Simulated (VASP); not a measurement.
Set up this calculation in VASP 6.6.1, as the native input.

| Property | Result |
| --- | --- |
| Task | single point |
| Functional | PBEsol |
| Potentials or basis | VASP PAW PBE potentials, release 64 (Cl, Li_sv) |
| Cutoff | 520 eV |
| k mesh | 9 × 9 × 9 |
| Occupations | fermi-dirac, width 0.05 eV |
| Spin | no spin polarisation |
| Dipole correction | no |
| Further INCAR settings | ALGO = Normal; EDIFF = 1e-06; NBANDS = 12 |

The structure of LiCl lies in POSCAR:

```
LiCl
1.0
    0.0000000000      2.5301066968      2.5301066968
    2.5301066968      0.0000000000      2.5301066968
    2.5301066968      2.5301066968      0.0000000000
Cl Li
1 1
Direct
    0.5000000000      0.5000000000      0.5000000000
    0.0000000000      0.0000000000      0.0000000000
```

The input as run:

INCAR

```
SYSTEM = LiCl
PREC = Accurate
ENCUT = 520
EDIFF = 1E-6
ISMEAR = -1
SIGMA = 0.05
LREAL = .False.
LASPH = .True.
NELM = 100
ALGO = Normal
ISIF = 2
LWAVE = .False.
LCHARG = .True.
GGA = PS
LELF = .True.
LVHAR = .True.
NBANDS = 12
```

KPOINTS

```
Automatic mesh
0
Gamma
  9 9 9
  0 0 0
```

Potentials or basis: VASP PAW PBE potentials, release 64 (Cl, Li_sv).

Launch:

```console
$ cat potpaw_PBE.64/Cl/POTCAR potpaw_PBE.64/Li_sv/POTCAR > POTCAR
$ mpirun -np 1 vasp_std > vasp.out
```

It gave:

```
Band gap on the k mesh : 6.37 eV, direct
```

Run time: 9.9 s on 1 thread of Intel Xeon 6975P-C (shared host), peak memory 0.15 GiB.
